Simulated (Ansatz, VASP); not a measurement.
# Two plane-wave programs on Sr

The input INCAR:

```
PREC = Accurate
ENCUT = 520
EDIFF = 1E-6
ISMEAR = 0
SIGMA = 0.1
LREAL = F
LASPH = T
NELM = 80
ALGO = Normal
ISIF = 2
LWAVE = F
LCHARG = F
GGA = CA
NBANDS = 11
```

File KPOINTS:

```
regular mesh
0
Gamma
  6 6 6
```

The input POSCAR:

```
Sr
1.0
    0.0000000000      3.0336031300      3.0336031300
    3.0336031300      0.0000000000      3.0336031300
    3.0336031300      3.0336031300      0.0000000000
Sr
1
Direct
    0.0000000000      0.0000000000      0.0000000000
```

Input for Ansatz:

```yaml
crystal:
  lattice:
    - [0.0, 3.03360313, 3.03360313]
    - [3.03360313, 0.0, 3.03360313]
    - [3.03360313, 3.03360313, 0.0]
  atoms:
    - { symbol: Sr, position: [0.0, 0.0, 0.0] }
basis:
  ecutwfc: 420
kpoints:
  mp_grid: { grid: [6, 6, 6] }
hamiltonian:
  xc: lda
  pseudopotentials: { kind: paw, azcp: { folder: soft_1 } }
scf:
  occupations: { method: gaussian, width: 0.1 }
output:
  forces: true
  stress: true
  eigenvalues: true
```

Alike in both runs: task single point; functional LDA; k mesh 6 × 6 × 6; occupations gaussian, width 0.1 eV; no spin polarisation.

```csv
,VASP,Ansatz
version,VASP 6.6.1,Ansatz 0.2.0
potentials or method,"VASP PAW LDA potentials, release 64 (Sr_sv), cutoff 520 eV","scalar-relativistic, plane waves, PAW"
valence electrons in the cell,10,10
```

```tsv
	VASP	Ansatz	Ansatz less VASP
gap on the k mesh at the Fermi level (eV)	0.09	0.09	+0.001
least direct gap on the mesh (eV)	0.09	0.09	+0.001
pressure (GPa)	-1.5	-1.5	0.00
```

Ansatz warns that its potentials were made for another functional, while VASP's fit it. LDA's correlation is that of Perdew and Zunger in VASP and of Perdew and Wang (1992) in Ansatz.
